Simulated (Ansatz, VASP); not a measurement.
# CaGe2N3: VASP beside Ansatz

```
Ca Ge N
1.0
    -0.03478    0.11955   -5.22521
     5.31376   -3.57796    0.10654
    -4.76805   -2.69018    0.04807
Ca Ge N
2 4 6
Cartesian
  0.3735 -4.9830 -2.3438
  0.2067 -0.8873 -5.0503
  1.5832 -2.2143 -2.4913
  2.1306 -4.1968 -5.1185
  -1.3683 -3.8608 -5.1604
  -1.5119 -1.9834 -2.5391
  2.6228 -4.4609 -1.6308
  -1.6206 -3.7680 -1.8100
  0.0767 -1.0005 -2.6571
  2.1866 -2.4065 -4.4606
  -2.0141 -2.1481 -4.3931
  0.3201 -4.7055 -4.8495
```

Change from the starting cell: cell x1, atoms moved at random (sigma 0.15 Å) and cell strained at random (1.5 %), then relaxed without symmetry.

Alike in both runs: functional PBE; k mesh 4 × 4 × 4; occupations gaussian, width 0.2 eV; no spin polarisation.

Ansatz relaxed the structure, and its values are those at the end. VASP's run is a single point on that final structure, the one shown.

|  | VASP | Ansatz |
| --- | --- | --- |
| version | VASP 6.6.1 | Ansatz 0.2.0 |
| potentials or method | VASP PAW PBE potentials, release 64 (Ca_sv, Ge_d, N), cutoff 520 eV | scalar-relativistic, plane waves, PAW |
| valence electrons in the cell | 106 | 106 |

|  | VASP | Ansatz | Ansatz less VASP |
| --- | --- | --- | --- |
| gap on the k mesh at the Fermi level (eV) | 0.07 | 0.08 | +0.015 |
| least direct gap on the mesh (eV) | 0.93 | 0.95 | +0.018 |
| pressure (GPa) | 0.0 | 0.0 | +0.02 |
| rms of the force components (eV/Å) | 0.021 | 0.004 | -0.0173 |
